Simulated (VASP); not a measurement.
TiO2: single point with PBE

TiO2:

```
Ti O
1.0
    -1.89928    1.89928    4.85127
     1.89928   -1.89928    4.85127
     1.89928    1.89928   -4.85127
Ti O
2 4
Direct
  0.00000 0.00000 0.00000
  0.75000 0.25000 0.50000
  0.20642 0.20642 0.00000
  0.95642 0.45642 0.50000
  0.54358 0.04358 0.50000
  0.79358 0.79358 0.00000
```

| Quantity | Value |
| --- | --- |
| Program | VASP 6.6.1 |
| Task | single point |
| Functional | PBE |
| Potentials or basis | VASP PAW PBE potentials, release 64 (Ti_sv, O) |
| Cutoff | 600 eV |
| k mesh | 10 × 10 × 10 |
| Occupations | gaussian, width 0.02 eV |
| Spin | no spin polarisation |
| Dipole correction | no |
| Further INCAR settings | ALGO = Normal; EDIFF = 1e-06; NBANDS = 33 |

The pressure is 0.5 GPa, the largest force is 0.019 eV/Å and the band gap on the k mesh is 2.11 eV (least direct gap 2.41 eV).

Forces on the atoms (eV/Å):
```
Ti   0.000  0.000  0.000
Ti   0.000  0.000  0.000
O    0.000  0.000  0.019
O    0.000  0.000  0.019
O    0.000  0.000 -0.019
O    0.000  0.000 -0.019
```

Levels at points of the mesh, in eV from the valence-band top:
```
           k point  band 22  band 23  band 24  band 25  band 26  band 27
(0.00, 0.00, 0.00)    -0.78    -0.41    -0.41     2.11     2.78     3.97
(0.50, 0.00, 0.00)    -0.87    -0.84    -0.63     3.19     3.46     3.52
(0.50, 0.50, 0.00)    -1.97    -0.04    -0.04     3.21     3.21     3.69
(0.50, 0.50, 0.50)    -1.23    -0.09    -0.09     2.44     2.44     3.70
```

Wall time 15 min on 1 thread of Oxide Virtual Turin-like Processor (shared host), peak memory 0.43 GiB.

A k mesh can miss the band edges.
